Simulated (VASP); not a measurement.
# MgO (P6_3/mmc) in VASP: a series of runs, part 3 of 3

VASP 6.6.1. Earlier steps stand in the parts before.

## (5) Vibrations by perturbation theory, PBE

This run uses another cell than the first one, of 9.94 Å³/atom, 0.874 times its volume.

Contents of INCAR:

```
SYSTEM = MgO
PREC = Accurate ; ENCUT = 520
EDIFF = 1E-8 ; ISMEAR = 0
SIGMA = 0.01 ; LREAL = .FALSE.
LASPH = .TRUE. ; NELM = 100
ALGO = Normal ; ISIF = 2
LWAVE = .FALSE. ; LCHARG = .FALSE.
GGA = PE ; IBRION = 8
NSW = 1 ; LEPSILON = .TRUE.
```

Contents of KPOINTS:

```
regular mesh
0
G
  12 12 6
  0 0 0
```

Contents of POSCAR:

```
MgO
1.0
    3.3616394071      0.0000000000      0.0000000000
   -1.6808197036      2.9112651250      0.0000000000
    0.0000000000      0.0000000000      4.0627825450
Mg O
2 2
Direct
    0.6666666667      0.3333333333      0.7500000000
    0.3333333333      0.6666666667      0.2500000000
    0.6666666667      0.3333333333      0.2500000000
    0.3333333333      0.6666666667      0.7500000000
```

Potentials or basis: VASP PAW PBE potentials, release 64 (Mg, O).

Launch:

```bash
$ cat potpaw_PBE.64/Mg/POTCAR potpaw_PBE.64/O/POTCAR > POTCAR
$ mpirun -np 1 vasp_std > vasp.out
```

OUTCAR:

```text
SYSTEM = MgO
   PREC = Accurate
   ENCUT = 520
   EDIFF = 1E-8
   ISMEAR = 0
   LREAL = .FALSE.
   LASPH = .TRUE.
   NELM = 100
   ISIF = 2
   GGA = PE
   IBRION = 8
   NSW = 1
   LEPSILON = .TRUE.

 ion  position               nearest neighbor table
   1  0.667  0.333  0.750-   4 1.94   4 1.94   4 1.94   3 2.03   3 2.03   2 2.81   2 2.81   2 2.81
                             2 2.81   2 2.81   2 2.81
   2  0.333  0.667  0.250-   3 1.94   3 1.94   3 1.94   4 2.03   4 2.03   1 2.81   1 2.81   1 2.81
                             1 2.81   1 2.81   1 2.81
   3  0.667  0.333  0.250-   2 1.94   2 1.94   2 1.94   1 2.03   1 2.03
   4  0.333  0.667  0.750-   1 1.94   1 1.94   1 1.94   2 2.03   2 2.03

  LATTYP: Found a hexagonal cell.
 ALAT       =     3.3616394071
 C/A-ratio  =     1.2085717869

  Lattice vectors:

[... 700 lines left out ...]
  4X    11.339832   -0.000000    0.000000    1.526220   -0.000000    0.000000    2.198182   -0.000000    0.000000  -15.064235    0.000000    0.000000
  4Y    -0.000000   11.339832    0.000000   -0.000000    1.526220    0.000000   -0.000000    2.198182    0.000000    0.000000  -15.064235    0.000000
  4Z     0.000000    0.000000    1.619769    0.000000    0.000000    6.098308    0.000000   -0.000000    7.166893    0.000000   -0.000000  -14.884969

 Eigenvectors and eigenvalues of the dynamical matrix
 ----------------------------------------------------

   1 f  =   18.888882 THz   118.682346 2PiTHz  630.065285 cm-1    78.118104 meV
             X         Y         Z           dx          dy          dz
      1.680820  0.970422  3.047087    -0.000000   -0.000000    0.238619
     -0.000000  1.940843  1.015696     0.000000    0.000000   -0.238619
      1.680820  0.970422  1.015696    -0.000000   -0.000000   -0.665628
     -0.000000  1.940843  3.047087     0.000000    0.000000    0.665628
[... 71 lines left out ...]
  12 f/i=    0.004854 THz     0.030496 2PiTHz    0.161899 cm-1     0.020073 meV
             X         Y         Z           dx          dy          dz
      1.680820  0.970422  3.047087     0.000000   -0.000000   -0.548948
     -0.000000  1.940843  1.015696     0.000000   -0.000000   -0.548948
      1.680820  0.970422  1.015696     0.000000   -0.000000   -0.445709
     -0.000000  1.940843  3.047087     0.000000   -0.000000   -0.445709

--------------------------------------------------------------------------------------------------------

 MACROSCOPIC STATIC DIELECTRIC TENSOR IONIC CONTRIBUTION
 ------------------------------------------------------
           2.148001    -0.000000    -0.000000
          -0.000000     2.148001    -0.000000
          -0.000000    -0.000000     4.536922
 ------------------------------------------------------

 ELASTIC MODULI CONTR FROM IONIC RELAXATION (kBar)
 Direction    XX          YY          ZZ          XY          YZ          ZX
 --------------------------------------------------------------------------------
 XX       -1089.9337   1089.9337     -0.0000      0.0000      0.0000     -0.0000
 YY        1089.9337  -1089.9337      0.0000      0.0000     -0.0000      0.0000
 ZZ          -0.0000      0.0000     -0.0000     -0.0000     -0.0000      0.0000
 XY           0.0000      0.0000     -0.0000  -1089.9337      0.0000     -0.0000
 YZ           0.0000     -0.0000     -0.0000      0.0000     -0.0000      0.0000
 ZX          -0.0000      0.0000      0.0000     -0.0000      0.0000     -0.0000
 --------------------------------------------------------------------------------

 PIEZOELECTRIC TENSOR IONIC CONTR  for field in x, y, z        (C/m^2)
          XX          YY          ZZ          XY          YZ          ZX
  --------------------------------------------------------------------------------
  x     0.00000    -0.00000     0.00000    -0.00000     0.00000    -0.00000
  y    -0.00000     0.00000    -0.00000     0.00000    -0.00000     0.00000
  z    -0.00000     0.00000    -0.00000    -0.00000    -0.00000     0.00000
```

OSZICAR:

```text
N       E                     dE             d eps       ncg     rms          rms(c)
DAV:   1     0.741060512386E+02    0.74106E+02   -0.82254E+03  1848   0.121E+03
DAV:   2    -0.227673416443E+02   -0.96873E+02   -0.87100E+02  2496   0.245E+02
DAV:   3    -0.274781241602E+02   -0.47108E+01   -0.46865E+01  2252   0.581E+01
[... 180 lines left out ...]
RMM:   6    -0.376386731190E+00   -0.11405E-03   -0.94897E-06  3866   0.114E-02    0.727E-04
RMM:   7    -0.376381466261E+00    0.52649E-05   -0.10736E-06  4192   0.259E-03    0.150E-04
RMM:   8    -0.376380780087E+00    0.68617E-06    0.25611E-08  4264   0.401E-04    0.640E-05
RMM:   9    -0.376381853794E+00   -0.10737E-05   -0.13729E-07  4179   0.213E-04    0.862E-06
RMM:  10    -0.376381746366E+00    0.10743E-06   -0.10455E-07  4088   0.152E-04    0.318E-06
RMM:  11    -0.376381755449E+00   -0.90831E-08   -0.89156E-08  4194   0.140E-04    0.840E-07
 Linear response finished
```

stdout:

```text
POSCAR found type information on POSCAR MgO
 POSCAR found :  2 types and       4 ions
 scaLAPACK will be used
 LDA part: xc-table for (Slater+PW92), standard interpolation
 POSCAR, INCAR and KPOINTS ok, starting setup
 FFT: planning ... GRIDC
 FFT: planning ... GRID_SOFT
 FFT: planning ... GRID
 WAVECAR not read
[... 32 lines left out ...]
 first order change of Fermi-energy  -0.56997E-05
 force on displaced ion       1 direction 3 :   0.000  -0.000 -13.887
 Born effective charge ion    1 direction 3 :   0.000   0.000   1.962
 Linear response progress:
 first order change of Fermi-energy   0.37338E-02
 force on displaced ion       3 direction 1 : -15.064  -0.000   0.000
 Born effective charge ion    3 direction 1 :  -1.742  -0.000   0.000
 Linear response progress:
 first order change of Fermi-energy   0.17674E-03
 force on displaced ion       3 direction 3 :  -0.000   0.000 -14.885
 Born effective charge ion    3 direction 3 :   0.000  -0.000  -1.963
 Born effective charges drift removed
 Linear response finished
```

It took 6.8 min on 1 thread of Intel Xeon 6975P-C (Granite Rapids), shared host; peak memory 0.47 GiB.

What came out:

| Quantity | Value |
| --- | --- |
| Electronic dielectric tensor (diagonal) | 2.88 |
| Born charges (mean of the diagonal) | Mg +1.82; O -1.82 e |
| Highest phonon frequency at Γ, LO-TO splitting left out | 630 cm⁻¹ |

Phonon frequencies in cm⁻¹ (negative: imaginary):
| q point | frequencies |
| --- | --- |
| (0.000, 0.000, 0.000) | 0 0 0 303 303 450 467 602 602 620 620 630 |

Electronic dielectric tensor:
```
2.88 0.00 0.00
0.00 2.88 0.00
0.00 0.00 2.88
```

Born effective charge tensors (e):
atom 1, Mg
```
1.74 0.00 0.00
0.00 1.74 0.00
0.00 0.00 1.96
```
atom 2, Mg
```
1.74 0.00 0.00
0.00 1.74 0.00
0.00 0.00 1.96
```
atom 3, O
```
-1.74  0.00  0.00
 0.00 -1.74  0.00
 0.00  0.00 -1.96
```
atom 4, O
```
-1.74  0.00  0.00
 0.00 -1.74  0.00
 0.00  0.00 -1.96
```

Caveat: the cell wasn't relaxed at this level first, which shifts response properties.
